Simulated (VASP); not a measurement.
Input of a VASP 6.6.1 run:

Contents of INCAR:

```
  ALGO = Normal
  EDIFF = 1E-6
  EDIFFG = -0.005
  ENCUT = 600
  GGA = PS
  IBRION = 2
  ISIF = 3
  ISMEAR = 0
  LASPH = T
  LCHARG = F
  LREAL = F
  LWAVE = F
  NELM = 100
  NSW = 70
  PREC = Accurate
  SIGMA = 0.02
```

The input KPOINTS:

```
k-points
0
Gamma
  8 8 8
```

The input POSCAR:

```
SrTiO3
1.0
    3.9364041142      0.0000000000      0.0000000000
    0.0000000000      3.9364041142      0.0000000000
    0.0000000000      0.0000000000      3.9364041142
Sr Ti O
1 1 3
Direct
    0.5000000000      0.5000000000      0.5000000000
    0.0000000000      0.0000000000      0.0000000000
    0.5000000000      0.0000000000      0.0000000000
    0.0000000000      0.5000000000      0.0000000000
    0.0000000000      0.0000000000      0.5000000000
```

Potentials or basis: VASP PAW PBE potentials, release 64 (Sr_sv, Ti_sv, O).

Run with:

```bash
$ cat potpaw_PBE.64/Sr_sv/POTCAR potpaw_PBE.64/Ti_sv/POTCAR potpaw_PBE.64/O/POTCAR > POTCAR
$ mpirun -np 1 vasp_std > vasp.out
```

Problem. Predict the relaxed cell.

Solution. a = 3.895 Å, b = 3.895 Å, c = 3.895 Å, α = 90.00°, β = 90.00°, γ = 90.00°.

Problem. Estimate the relaxed volume.

Solution. 11.82 Å³/atom.

Final structure:
```xyz
5
Lattice="3.8947 0.0000 0.0000 0.0000 3.8947 0.0000 0.0000 0.0000 3.8947" Properties=species:S:1:pos:R:3 pbc="T T T"
Sr    1.9474    1.9474    1.9474
Ti    0.0000    0.0000    0.0000
O     1.9474    0.0000    0.0000
O     0.0000    1.9474    0.0000
O     0.0000    0.0000    1.9474
```

Caveat: the PAW data sets were made with another functional, which shifts forces and pressure a little.
